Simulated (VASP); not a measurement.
# Fe: single point with LDA

Crystal: Fe.

```
Fe
1.0
     2.18313    0.00000    0.00000
     0.00000    2.18313    0.00000
     0.00000    0.00000    2.18313
Fe
1
Direct
  0.00000 0.00000 0.00000
```

This isn't the form of Fe at room conditions, which is bcc.

* Program: VASP 6.6.1
* Task: single point
* Functional: LDA
* Potentials or basis: VASP PAW LDA potentials, release 64 (Fe_sv)
* Cutoff: 690 eV
* k mesh: 16 × 16 × 16
* Occupations: fermi-dirac, width 0.1 eV
* Spin: no spin polarisation
* Dipole correction: no
* Further INCAR settings: ALGO = Normal; EDIFF = 1e-06; NBANDS = 14

The pressure is 10.2 GPa. The band gap on the k mesh is zero (bands 8 and 9 overlap by 3.38 eV).

Levels at points of the mesh, in eV from the Fermi level:
```tsv
k point	band 4	band 5	band 6	band 7	band 8	band 9	band 10	band 11	band 12	band 13
(0.00, 0.00, 0.00)	-52.45	-8.93	-4.45	-4.45	1.16	1.16	1.16	21.90	21.90	21.90
(0.50, 0.00, 0.00)	-52.37	-4.31	-3.70	-1.41	-0.75	-0.75	1.33	6.68	24.54	29.07
(0.50, 0.50, 0.00)	-52.29	-5.75	-2.94	-0.35	-0.35	2.47	6.29	6.29	13.39	16.41
(0.50, 0.50, 0.50)	-53.14	-4.14	-4.14	-4.14	2.57	2.57	13.03	14.92	14.92	14.92
```

It took 18 s on 1 thread of AMD EPYC 7R13 Processor (Zen 3), on a shared host, peak memory 0.11 GiB.

Caveat: the cell stands under pressure; the run has no spin polarisation, though such a crystal can be magnetic. Spin polarisation is off, so any magnetic state and its effect on volume and gap are missing.
